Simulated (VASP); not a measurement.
# Rb3Sb5 (Im-3m) in VASP: single point with PBE

Aim: the single point of Rb3Sb5 with PBE.

All numbers are computed with VASP 6.6.1; they aren't measurements. Logs are shortened: lines on timing, memory, paths and dates and some standing lists are left out, and cuts for length are marked.

**1. The cell of the first run**

It takes space group Im-3m (No. 229, cubic). The conventional cell has a = 8.138 Å, b = 8.138 Å, c = 8.138 Å, α = 90.00°, β = 90.00°, γ = 90.00°. Rb (site symmetry 4/mmm) has 10 Sb at 3.52 to 4.07 Å and 4 Rb at 4.07 Å within 4.6 Å. Sb (site symmetry m-3m) has 8 Sb at 3.52 Å and 6 Rb at 4.07 Å within 4.6 Å. Sb (site symmetry -3m) has 6 Rb at 3.52 Å and 8 Sb at 3.52 to 4.07 Å within 4.6 Å.

The cell was generated, and may not be a known phase.

**2. Single point, PBE**

INCAR

```
SYSTEM = Rb3Sb5
PREC = Accurate ; ENCUT = 520
EDIFF = 1E-7 ; ISMEAR = 0
SIGMA = 0.1 ; LREAL = .False.
LASPH = .True. ; NELM = 60
ALGO = Normal ; ISIF = 2
LWAVE = .False. ; LCHARG = .True.
GGA = PE ; LELF = .True.
LVHAR = .True. ; NBANDS = 36
```

KPOINTS

```
Automatic mesh
0
Gamma
  4 4 4
  0 0 0
```

POSCAR

```
Rb3Sb5
1.0
   -4.0689472800      4.0689472800      4.0689472800
    4.0689472800     -4.0689472800      4.0689472800
    4.0689472800      4.0689472800     -4.0689472800
Rb Sb
3 5
Direct
    0.0000000000      0.5000000000      0.5000000000
    0.5000000000      0.5000000000      0.0000000000
    0.5000000000      0.0000000000      0.5000000000
    0.0000000000      0.0000000000      0.0000000000
    0.0000000000      0.0000000000      0.5000000000
    0.0000000000      0.5000000000      0.0000000000
    0.5000000000      0.0000000000      0.0000000000
    0.5000000000      0.5000000000      0.5000000000
```

Potentials or basis: VASP PAW PBE potentials, release 64 (Rb_sv, Sb).

On the command line:

```
cat potpaw_PBE.64/Rb_sv/POTCAR potpaw_PBE.64/Sb/POTCAR > POTCAR
mpirun -np 1 vasp_std > vasp.out
```

OUTCAR:

```text
SYSTEM = Rb3Sb5
   PREC = Accurate
   ENCUT = 520
   EDIFF = 1E-7
   ISMEAR = 0
   LREAL = .False.
   LASPH = .True.
   NELM = 60
   ISIF = 2
   GGA = PE

 ion  position               nearest neighbor table
   1  0.000  0.500  0.500-   5 3.52   6 3.52   7 3.52   8 3.52   6 3.52   5 3.52   8 3.52   7 3.52
                             4 4.07   4 4.07   2 4.07   2 4.07   3 4.07   3 4.07   2 5.75   3 5.75
   2  0.500  0.500  0.000-   5 3.52   6 3.52   7 3.52   8 3.52   8 3.52   7 3.52   6 3.52   5 3.52
                             4 4.07   3 4.07   1 4.07   1 4.07   4 4.07   3 4.07   1 5.75   1 5.75
   3  0.500  0.000  0.500-   5 3.52   6 3.52   7 3.52   8 3.52   7 3.52   8 3.52   5 3.52   6 3.52
                             4 4.07   2 4.07   1 4.07   4 4.07   1 4.07   2 4.07   2 5.75   1 5.75
   4  0.000  0.000  0.000-   5 3.52   6 3.52   7 3.52   8 3.52   5 3.52   6 3.52   7 3.52   8 3.52
                             3 4.07   1 4.07   1 4.07   3 4.07   2 4.07   2 4.07
   5  0.000  0.000  0.500-   1 3.52   2 3.52   3 3.52   4 3.52   4 3.52   1 3.52   3 3.52   2 3.52

   6  0.000  0.500  0.000-   1 3.52   2 3.52   3 3.52   4 3.52   1 3.52   4 3.52   2 3.52   3 3.52

   7  0.500  0.000  0.000-   1 3.52   2 3.52   3 3.52   4 3.52   3 3.52   2 3.52   4 3.52   1 3.52

   8  0.500  0.500  0.500-   1 3.52   2 3.52   3 3.52   4 3.52   2 3.52   3 3.52   1 3.52   4 3.52

  LATTYP: Found a body centered cubic cell.
 ALAT       =     8.1378945600

  Lattice vectors:

 A1 = (  -4.0689472800,   4.0689472800,   4.0689472800)
 A2 = (   4.0689472800,  -4.0689472800,   4.0689472800)
 A3 = (   4.0689472800,   4.0689472800,  -4.0689472800)

Analysis of symmetry for initial positions (statically):
=====================================================================
 Subroutine PRICEL returns:
 Original cell was already a primitive cell.

 Routine SETGRP: Setting up the symmetry group for a
 body centered cubic supercell.

 Subroutine GETGRP returns: Found 48 space group operations
 (whereof 48 operations were pure point group operations)
 out of a pool of 48 trial point group operations.

The static configuration has the point symmetry O_h .

Analysis of symmetry for dynamics (positions and initial velocities):
=====================================================================
 Subroutine PRICEL returns:
 Original cell was already a primitive cell.

 Routine SETGRP: Setting up the symmetry group for a
 body centered cubic supercell.

 Subroutine GETGRP returns: Found 48 space group operations
 (whereof 48 operations were pure point group operations)
 out of a pool of 48 trial point group operations.
[... 104 lines left out ...]
   POTIM  = 0.5000    time-step for ionic-motion
   TEBEG  =    0.0;   TEEND  =   0.0 temperature during run
   PSTRESS=    0.0 pullay stress
   NELECT =      52.0000    total number of electrons
   NUPDOWN=      -1.0000    fix difference up-down
   EMIN   =  10.00;   EMAX   =-10.00  energy-range for DOS
   EFERMI =   0.00;   METHOD = LEGACY
   ISMEAR =     0;   SIGMA  =   0.10  broadening in eV -4-tet -1-fermi 0-gaus
   EFERMI_NEDOS =   21; number of points for ismear=-14 and -15
   IALGO  =     38    algorithm
   IMIX   =      4    mixing-type and parameters
     AMIX     =   0.40;   BMIX     =  1.00
     AMIX_MAG =   1.60;   BMIX_MAG =  1.00
  volume/ion in A,a.u.               =      33.68       227.31
  Fermi-wavevector in a.u.,A,eV,Ry     =   0.946035  1.787747 12.176973  0.894982
  Thomas-Fermi vector in A             =   2.073994
   LORBIT       =      0    0 simple, 1 ext, 2 COOP (PROOUT), +10 PAW based schemes
   GGA     = PE    functional components
   LHFCALC =     F    Hartree Fock is set to
   AEXX    =    0.0000 exact exchange contribution
   IVDW    =     0    specifies the selected vdW correction
   LEPSILON=     F    determine dielectric tensor
   LRPA    =     F    only Hartree local field effects (RPA)
 non-spin polarized calculation
 Gauss-broadening in eV      SIGMA  =   0.10
  energy-cutoff  :      520.00
  volume of cell :      269.47
 maximum number of plane-waves:      7296
 NGX is ok and might be reduce to    54
   NGX = 27   NGY = 27   NGZ = 27

 number of electron      52.0000000 magnetization

 Free energy of the ion-electron system (eV)
  ---------------------------------------------------
  ext. energy  EPLUGINS =         0.00000000
  ---------------------------------------------------
  free energy    TOTEN  =       -22.29511881 eV

  energy without entropy =      -22.24436608  energy(sigma->0) =      -22.26974245

 E-fermi :   3.9090     XC(G=0):  -8.9435

 val. band max:        3.8795236649   @ k =   0.2500   0.0000   0.0000
 cond. band min:       3.9272699284   @ k =   0.5000   0.5000   0.2500
 fundamental gap:      0.0477462635
 Fermi energy:         3.9089807313

 k-point     1 :       0.0000    0.0000    0.0000
  band No.  band energies     occupation
      1     -22.6134      2.00000
      2     -22.5728      2.00000
      3     -22.5728      2.00000
      4      -7.1082      2.00000
      5      -7.1082      2.00000
      6      -7.1082      2.00000
[... 301 lines left out ...]
     35       8.7159      0.00000
     36       9.6806      0.00000

------------------------ aborting loop because EDIFF is reached ----------------------------------------

  FORCE on cell =-STRESS in cart. coord.  units (eV):
  Direction    XX          YY          ZZ          XY          YZ          ZX
  --------------------------------------------------------------------------------------
  -------------------------------------------------------------------------------------
  Total        1.5794742      1.5794742      1.5794742     -0.0000000     -0.0000000      0.0000000
  in kB        9.3911100      9.3911100      9.3911100     -0.0000000     -0.0000000      0.0000000
  external PRESSURE =       9.3911100 kB  Pullay stress =       0.0000000 kB

 VOLUME and BASIS-vectors are now :
 -----------------------------------------------------------------------------
  energy-cutoff  :      520.00
  volume of cell :      269.47
      direct lattice vectors                 reciprocal lattice vectors
    -4.068947280  4.068947280  4.068947280     0.000000000  0.122881907  0.122881907
     4.068947280 -4.068947280  4.068947280     0.122881907  0.000000000  0.122881907
     4.068947280  4.068947280 -4.068947280     0.122881907  0.122881907  0.000000000

 POSITION                                       TOTAL-FORCE (eV/Angst)
 -----------------------------------------------------------------------------------
      4.06895      0.00000      0.00000         0.000000      0.000000     -0.000000
      0.00000      0.00000      4.06895        -0.000000     -0.000000      0.000000
      0.00000      4.06895      0.00000        -0.000000     -0.000000      0.000000
      0.00000      0.00000      0.00000        -0.000000      0.000000     -0.000000
      2.03447      2.03447     -2.03447         0.000000      0.000000     -0.000000
      2.03447     -2.03447      2.03447        -0.000000      0.000000     -0.000000
     -2.03447      2.03447      2.03447        -0.000000      0.000000     -0.000000
      2.03447      2.03447      2.03447         0.000000      0.000000     -0.000000
 -----------------------------------------------------------------------------------
    total drift:                                0.000000      0.000000     -0.000000

  FREE ENERGIE OF THE ION-ELECTRON SYSTEM (eV)
  ---------------------------------------------------
  free  energy   TOTEN  =       -22.2951188137 eV

  energy  without entropy=      -22.2443660843  energy(sigma->0) =      -22.26974245
```

OSZICAR:

```text
N       E                     dE             d eps       ncg     rms          rms(c)
DAV:   1     0.326320541786E+03    0.32632E+03   -0.19765E+04   576   0.119E+03
DAV:   2     0.965487320834E+01   -0.31667E+03   -0.30893E+03   736   0.228E+02
DAV:   3    -0.213421982872E+02   -0.30997E+02   -0.30517E+02   764   0.738E+01
DAV:   4    -0.224271362836E+02   -0.10849E+01   -0.10817E+01   820   0.123E+01
DAV:   5    -0.224468453176E+02   -0.19709E-01   -0.19705E-01   748   0.169E+00    0.103E+01
DAV:   6    -0.223112950158E+02    0.13555E+00   -0.94961E-01   640   0.197E+00    0.579E+00
DAV:   7    -0.222942307597E+02    0.17064E-01   -0.86919E-02   644   0.115E+00    0.262E+00
DAV:   8    -0.222959290774E+02   -0.16983E-02   -0.22231E-02   668   0.574E-01    0.301E-01
DAV:   9    -0.222950063480E+02    0.92273E-03   -0.51000E-03   696   0.217E-01    0.114E-01
DAV:  10    -0.222951684263E+02   -0.16208E-03   -0.11354E-03   688   0.121E-01    0.554E-02
DAV:  11    -0.222951308218E+02    0.37605E-04   -0.75887E-05   800   0.296E-02    0.306E-02
DAV:  12    -0.222951178188E+02    0.13003E-04   -0.59349E-05   648   0.214E-02    0.400E-03
DAV:  13    -0.222951187290E+02   -0.91022E-06   -0.67593E-06   712   0.808E-03    0.981E-03
DAV:  14    -0.222951188137E+02   -0.84639E-07   -0.25890E-07   580   0.174E-03
   1 F= -.22295119E+02 E0= -.22269742E+02  d E =-.507527E-01
```

stdout:

```text
POSCAR found type information on POSCAR RbSb
 POSCAR found :  2 types and       8 ions
 scaLAPACK will be used
 LDA part: xc-table for (Slater+PW92), standard interpolation
 POSCAR, INCAR and KPOINTS ok, starting setup
 FFT: planning ... GRIDC
 FFT: planning ... GRID_SOFT
 FFT: planning ... GRID
 WAVECAR not read
 entering main loop
```

It took 1.9 min on 1 thread of AMD EPYC 7R43 (Zen 3), shared host; peak memory 0.36 GiB.

What came out:

```
Free energy            : -22.2951 eV
Pressure               : 0.9 GPa
Band gap on the k mesh : zero (bands 26 and 27 overlap by 1.31 eV)
```

Caveat: spin-orbit coupling is left out, which moves the levels of the heavy elements.

The gap in the log of VASP goes by the Fermi energy; the results here count the filled bands.